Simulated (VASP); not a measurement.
# W in VASP: a series of runs, part 2 of 2

VASP 6.6.1.

**5. Single point, PBEsol (equal xy, yz and zx shear strains of +1 %)**

The input, INCAR:

```
SYSTEM = W
ALGO     = Normal         ! electronic algorithm
EDIFF    = 1E-6           ! SCF threshold, eV
ENCUT    = 520            ! plane-wave cutoff, eV
GGA      = PS             ! functional
ISIF     = 2              ! what is computed and relaxed
ISMEAR   = -1             ! smearing method
LASPH    = .True.         ! aspherical terms in the spheres
LCHARG   = .False.        ! write CHGCAR
LREAL    = .False.        ! projectors in reciprocal space
LWAVE    = .False.        ! write WAVECAR
NBANDS   = 13             ! bands
NELM     = 100            ! most SCF steps
PREC     = Accurate       ! precision mode
SIGMA    = 0.05           ! smearing width, eV
```

The input, KPOINTS:

```
k-points
0
Gamma
  14 14 14
  0 0 0
```

The input, POSCAR:

```
W
1.0
    0.0203000000      2.0401500000      2.0401500000
    2.0401500000      0.0203000000      2.0401500000
    2.0401500000      2.0401500000      0.0203000000
W
1
Direct
    0.0000000000      0.0000000000      0.0000000000
```

Run with:

```sh
$ cat potpaw_PBE.64/W_sv/POTCAR > POTCAR
$ mpirun -np 1 vasp_std > vasp.out
```

Wall time 56 s (1 thread of Intel Xeon 8259CL, shared host); peak memory 0.19 GiB.

Results (log left out):

- Free energy: -13.2902 eV
- Pressure: -12.1 GPa
- Band gap on the k mesh: zero (bands 7 and 8 overlap by 3.42 eV)

Stress tensor (GPa, compression positive):
```
-12.10   1.38   1.38
  1.38 -12.10   1.38
  1.38   1.38 -12.10
```

Levels at points of the mesh, in eV from the Fermi level:
```tsv
k point	band 3	band 4	band 5	band 6	band 7	band 8	band 9	band 10	band 11	band 12
(0.00, 0.00, 0.00)	-37.30	-37.30	-8.89	-0.70	-0.44	-0.44	2.50	2.50	12.81	17.65
(0.50, 0.00, 0.00)	-37.48	-37.46	-5.49	-0.90	-0.64	0.66	4.83	5.05	10.07	12.40
(0.50, 0.50, 0.00)	-37.72	-37.68	-5.36	-4.39	2.97	4.87	5.63	5.65	11.43	11.74
(0.50, 0.50, 0.50)	-37.43	-37.43	-5.52	-0.69	-0.69	0.46	4.87	4.87	9.80	12.54
```

Caveat: the cell differs from its parent crystal (equal xy, yz and zx shear strains of +1 %); the cell stands under tension; the PAW data sets were made with another functional, which shifts forces and pressure a little; spin-orbit coupling is left out, which moves the levels of the heavy elements.

**6. Single point, PBEsol (equal xy, yz and zx shear strains of +2 %)**

The input, INCAR:

```
PREC = Accurate
ENCUT = 520
EDIFF = 1E-6
ISMEAR = -1
SIGMA = 0.05
LREAL = False
LASPH = True
NELM = 100
ALGO = Normal
ISIF = 2
LWAVE = False
LCHARG = True
GGA = PS
LELF = True
LVHAR = True
NBANDS = 13
```

The input, KPOINTS:

```
regular mesh
0
Gamma
  14 14 14
```

The input, POSCAR:

```
W
1.0
    0.0406000000      2.0503000000      2.0503000000
    2.0503000000      0.0406000000      2.0503000000
    2.0503000000      2.0503000000      0.0406000000
W
1
Direct
    0.0000000000      0.0000000000      0.0000000000
```

Potentials or basis: VASP PAW PBE potentials, release 64 (W_sv).

Run with:

```sh
$ cat potpaw_PBE.64/W_sv/POTCAR > POTCAR
$ mpirun -np 1 vasp_std > vasp.out
```

OUTCAR:

```text
PREC = Accurate
   ENCUT = 520
   EDIFF = 1E-6
   ISMEAR = -1
   LREAL = False
   LASPH = True
   NELM = 100
   ISIF = 2
   GGA = PS

 ion  position               nearest neighbor table
   1  0.000  0.000  0.000-

  LATTYP: Found a trigonal (rhomboedric) cell.
 ALAT       =     2.8998462959
 COS(alpha) =     0.5197000882

  Lattice vectors:

 A1 = (   0.0406000000,   2.0503000000,   2.0503000000)
 A2 = (   2.0503000000,   0.0406000000,   2.0503000000)
 A3 = (   2.0503000000,   2.0503000000,   0.0406000000)

Analysis of symmetry for initial positions (statically):
=====================================================================
 Subroutine PRICEL returns:
 Original cell was already a primitive cell.

 Routine SETGRP: Setting up the symmetry group for a
 trigonal (rhombohedral) supercell.

 Subroutine GETGRP returns: Found 12 space group operations
 (whereof 12 operations were pure point group operations)
 out of a pool of 12 trial point group operations.

The static configuration has the point symmetry D_3d.

[... 167 lines left out ...]
      1     -63.6174      2.00000
      2     -27.3218      2.00000
      3     -27.2356      2.00000
      4     -27.2356      2.00000
      5       1.1561      2.00000
      6       9.1704      2.00000
      7       9.6827      1.99920
      8       9.6827      1.99920
      9      12.5654      0.00000
     10      12.5654      0.00000
     11      22.8578      0.00000
     12      27.4615      0.00000
     13      28.2177      0.00000
[... 354 lines left out ...]
  band No.  band energies     occupation
      1     -63.5583      2.00000
      2     -27.8057      2.00000
      3     -27.4498      2.00000
      4     -27.3841      2.00000
      5       3.8585      2.00000
      6       7.8454      2.00000
      7       9.7343      1.99775
      8      10.5538      0.00014
      9      12.0494      0.00000
     10      13.5398      0.00000
     11      24.6091      0.00000
     12      27.5767      0.00000
     13      29.2956      0.00000

 [... further k-points ...]

------------------------ aborting loop because EDIFF is reached ----------------------------------------

  FORCE on cell =-STRESS in cart. coord.  units (eV):
  Direction    XX          YY          ZZ          XY          YZ          ZX
  --------------------------------------------------------------------------------------
  -------------------------------------------------------------------------------------
  Total       -1.2396412     -1.2396412     -1.2396412      0.1663401      0.1663401      0.1663401
  in kB     -118.7457081   -118.7457081   -118.7457081     15.9337789     15.9337789     15.9337789
  external PRESSURE =    -118.7457081 kB  Pullay stress =       0.0000000 kB

 VOLUME and BASIS-vectors are now :
 -----------------------------------------------------------------------------
  energy-cutoff  :      520.00
  volume of cell :       16.73
      direct lattice vectors                 reciprocal lattice vectors
     0.040600000  2.050300000  2.050300000    -0.251232503  0.246354202  0.246354202
     2.050300000  0.040600000  2.050300000     0.246354202 -0.251232503  0.246354202
     2.050300000  2.050300000  0.040600000     0.246354202  0.246354202 -0.251232503

 POSITION                                       TOTAL-FORCE (eV/Angst)
 -----------------------------------------------------------------------------------
      0.00000      0.00000      0.00000        -0.000000     -0.000000      0.000000
 -----------------------------------------------------------------------------------
    total drift:                               -0.000000      0.000000     -0.000000

  FREE ENERGIE OF THE ION-ELECTRON SYSTEM (eV)
  ---------------------------------------------------
  free  energy   TOTEN  =       -13.2953101951 eV

  energy  without entropy=      -13.2865847764  energy(sigma->0) =      -13.29094749
```

Wall time 61 s (1 thread of Intel Xeon 8259CL, shared host); peak memory 0.19 GiB.

What came out:

```
Free energy            : -13.2953 eV
Pressure               : -11.9 GPa
Band gap on the k mesh : zero (bands 7 and 8 overlap by 3.37 eV)
```

Caveat: the cell differs from its parent crystal (equal xy, yz and zx shear strains of +2 %); the cell stands under tension; the PAW data sets were made with another functional, which shifts forces and pressure a little; spin-orbit coupling is left out, which moves the levels of the heavy elements.

**7. The runs side by side**

| cell | gap on the mesh (eV) | pressure (GPa) |
| --- | --- | --- |
| a = 2.890 Å, angles 60.0°, 1 atom | none | -17.0 |
| a = 2.927 Å, angles 60.0°, 1 atom | none | -25.1 |
| a = 2.842 Å, angles 61.3°, 1 atom | none | -11.9 |
| a = 2.885 Å, angles 59.3°, 1 atom | none | -12.1 |
| a = 2.900 Å, angles 58.7°, 1 atom | none | -11.9 |

Alike in all rows: task single point; level PBEsol; potentials or basis VASP PAW PBE potentials, release 64 (W_sv); no spin polarisation; k mesh 14 × 14 × 14; cutoff (eV) 520; smearing fermi-dirac 0.05 eV.

Caveats: the cell stands under tension; the PAW data sets were made with another functional, which shifts forces and pressure a little; spin-orbit coupling is left out, which moves the levels of the heavy elements.

Absolute energies hang on the potentials; compare differences alone.
